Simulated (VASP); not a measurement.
Input of a VASP 6.6.1 run:

INCAR

```
PREC     = Accurate       # precision mode
ENCUT    = 520            # plane-wave cutoff, eV
EDIFF    = 1E-7           # SCF threshold, eV
ISMEAR   = 0              # smearing method
SIGMA    = 0.15           # smearing width, eV
LREAL    = False          # projectors in reciprocal space
LASPH    = True           # aspherical terms in the spheres
NELM     = 150            # most SCF steps
ALGO     = Normal         # electronic algorithm
ISIF     = 2              # what is computed and relaxed
LWAVE    = False          # write WAVECAR
LCHARG   = True           # write CHGCAR
ISPIN    = 2              # spin polarisation
MAGMOM   = 1 0            # initial moments
LORBIT   = 11             # projections on sites
NUPDOWN  = 1.0            # fixed moment
LMAXMIX  = 4              # l up to which the mixer works
LELF     = True           # ELF
LVHAR    = True         
NBANDS   = 18             # bands
```

Contents of KPOINTS:

```
Automatic mesh
0
Gamma
  21 21 12
```

POSCAR

```
TiAl
1.0
    2.8851007109      0.0000000000      0.0000000000
   -1.4425503555      2.4985705081      0.0000000000
    0.0000000000      0.0000000000      4.7093569155
Ti Al
1 1
Direct
    0.0000000000      0.0000000000      0.0000000000
    0.3333333333      0.6666666667      0.5000000000
```

Potentials or basis: VASP PAW LDA potentials, release 64 (Ti_sv, Al).

Run with:

```console
$ cat potpaw_LDA.64/Ti_sv/POTCAR potpaw_LDA.64/Al/POTCAR > POTCAR
$ mpirun -np 1 vasp_std > vasp.out
```

What does it give for the pressure?

-6.9 GPa.

Stress tensor (GPa, compression positive):
```
 -5.36   0.00   0.00
  0.00  -5.36   0.00
  0.00   0.00 -10.00
```

Caveat: the cell stands under tension; the total moment is fixed, so each spin has its own Fermi level and the state may be an excited one.
